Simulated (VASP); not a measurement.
V, 1 atom in the cell. It takes space group Im-3m (No. 229, cubic). The conventional cell has a = 3.029 Å, b = 3.029 Å, c = 3.029 Å, α = 90.00°, β = 90.00°, γ = 90.00°. V (site symmetry m-3m) has 14 V at 2.62 to 3.03 Å within 3.5 Å. 

- Program: VASP 6.6.1
- Task: single point
- Functional: PBE
- Potentials or basis: VASP PAW PBE potentials, release 64 (V_sv)
- Cutoff: 520 eV
- k mesh: 10 × 10 × 10
- Occupations: fermi-dirac, width 0.05 eV
- Spin: collinear spin, ferromagnetic start
- Starting moments: [3.0] μB
- Fixed moment: 3 μB
- Dipole correction: no
- Further INCAR settings: ALGO = Normal; EDIFF = 1e-06; NBANDS = 16

Potentials or basis: VASP PAW PBE potentials, release 64 (V_sv).

The run is started by

```bash
$ cat potpaw_PBE.64/V_sv/POTCAR > POTCAR
$ mpirun -np 1 vasp_std > vasp.out
```

Hardware: 1 thread of Intel Xeon 8259CL, on a shared host.

Q: How long does it take, and how much memory?

A: Wall time 36 s on 1 thread of Intel Xeon 8259CL (shared host), peak memory 0.14 GiB. Counts: scf iterations 13, k points 47.
